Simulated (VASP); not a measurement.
A run of VASP 6.6.1 is set up as follows.

Contents of INCAR:

```
PREC = Accurate ; ENCUT = 520
EDIFF = 1E-6 ; ISMEAR = 0
SIGMA = 0.05 ; LREAL = F
LASPH = T ; NELM = 100
ALGO = Normal ; ISIF = 2
LWAVE = F ; LCHARG = F
GGA = PE ; NBANDS = 30
```

Contents of KPOINTS:

```
regular mesh
0
Gamma
  6 6 1
```

The input POSCAR:

```
Be12Ga
1.0
    4.5800000000      0.0000000000      0.0000000000
    2.2900000000      3.9663960000      0.0000000000
    0.0000000000      0.0000000000     15.5884300000
Be Ga
12 1
Direct
    0.0000000000      0.0000000000      0.0641500780
    0.5000000000      0.0000000000      0.0641500780
    0.0000000000      0.5000000000      0.0641500780
    0.5000000000      0.5000000000      0.0641500780
   -0.1639638803      0.3291164069      0.1815485588
    0.3341029910      0.3312944547      0.1799504504
   -0.1669833055      0.8344308032      0.1821334156
    0.3321539902      0.8351077401      0.1818283817
    0.0007407803     -0.0018636566      0.3020436311
    0.5001622936     -0.0003839758      0.3006449655
   -0.0014956969      0.4992643195      0.2966811924
    0.5026347285      0.4995353464      0.2953498845
    0.2949960095      0.4462822169      0.4411223581
```

Potentials or basis: VASP PAW PBE potentials, release 64 (Be, Ga_d).

Command:

```sh
$ cat potpaw_PBE.64/Be/POTCAR potpaw_PBE.64/Ga_d/POTCAR > POTCAR
$ mpirun -np 1 vasp_std > vasp.out
```

Predict the largest force.

0.155 eV/Å.

Predict the band gap on the k mesh.

zero (an odd number of electrons rules out a gap without spin polarisation).

Forces on the atoms (eV/Å):
```
Be  -0.002  0.029  0.056
Be   0.002 -0.120  0.008
Be  -0.138  0.043 -0.033
Be   0.141  0.041 -0.052
Be  -0.001  0.000  0.000
Be   0.000  0.000  0.002
Be  -0.001  0.000 -0.001
Be   0.000  0.000  0.000
Be   0.001 -0.002  0.004
Be  -0.001  0.000  0.004
Be  -0.001  0.001  0.004
Be   0.003 -0.001  0.003
Ga  -0.002  0.008  0.005
```

Caveat: there is no dipole correction, which matters where the two faces differ.
